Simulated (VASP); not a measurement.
AlIrF5, 7 atoms in the cell. The typed cell holds 7 atoms: a = 3.443 Å, b = 5.147 Å, c = 5.067 Å, α = 89.66°, β = 111.02°, γ = 72.70°. 

| Item | Value |
| --- | --- |
| Program | VASP 6.6.1 |
| Task | single point |
| Functional | r2SCAN |
| Potentials or basis | VASP PAW PBE potentials, release 64 (Ir, Al, F) |
| Cutoff | 520 eV |
| k mesh | 6 × 4 × 4, shifted |
| Occupations | fermi-dirac, width 0.1 eV |
| Spin | no spin polarisation |
| Dipole correction | no |
| Further INCAR settings | ALGO = Normal; EDIFF = 1e-07; NBANDS = 32 |

Potentials or basis: VASP PAW PBE potentials, release 64 (Ir, Al, F).

Command:

```sh
$ cat potpaw_PBE.64/Ir/POTCAR potpaw_PBE.64/Al/POTCAR potpaw_PBE.64/F/POTCAR > POTCAR
$ cp INCAR.step1 INCAR
$ mpirun -np 1 vasp_std > vasp.out
$ cp INCAR.step2 INCAR
$ mpirun -np 1 vasp_std > vasp.out
```

Hardware: 1 thread of AMD EPYC 9R45 (Zen 5) (shared host).

Problem. Estimate the wall time of this run.

Solution. It took 5.2 min on 1 thread of AMD EPYC 9R45 (Zen 5), on a shared host, peak memory 0.25 GiB. Counts: k points 48.
